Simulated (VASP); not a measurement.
**Li2P (CdCl2 type): single point with r2SCAN**

The system is Li2P (CdCl2 type).

```
P Li
1.0
     1.74740   -1.00886    2.85141
     0.00000    2.01772    2.85141
    -1.74740   -1.00886    2.85141
P Li
1 2
Direct
  0.00000 0.00000 0.00000
  0.25007 0.25007 0.25007
  0.74993 0.74993 0.74993
```

```yaml
Program: VASP 6.6.1
Task: single point
Functional: r2SCAN
Potentials_or_basis: VASP PAW PBE potentials, release 64 (P, Li_sv)
Cutoff: 520 eV
k_mesh: 13 × 13 × 13
Occupations: fermi-dirac, width 0.05 eV
Spin: no spin polarisation
```

The band gap on the k mesh is zero (an odd number of electrons rules out a gap without spin polarisation).

Forces on the atoms (eV/Å):
```
P    0.000  0.000  0.000
Li   0.000  0.000  0.002
Li   0.000  0.000 -0.002
```

Levels at points of the mesh, in eV from the Fermi level:
```
           k point  band 3  band 4  band 5  band 6  band 7  band 8  band 9  band 10
(0.00, 0.00, 0.00)  -11.05    1.61    1.61    1.62    5.94    5.94    5.95     9.50
```

It took 11 min on 1 thread of Oxide Virtual Turin-like Processor, on a shared host, peak memory 0.18 GiB.

Caveat: the PAW data sets were made with another functional, which shifts forces and pressure a little.
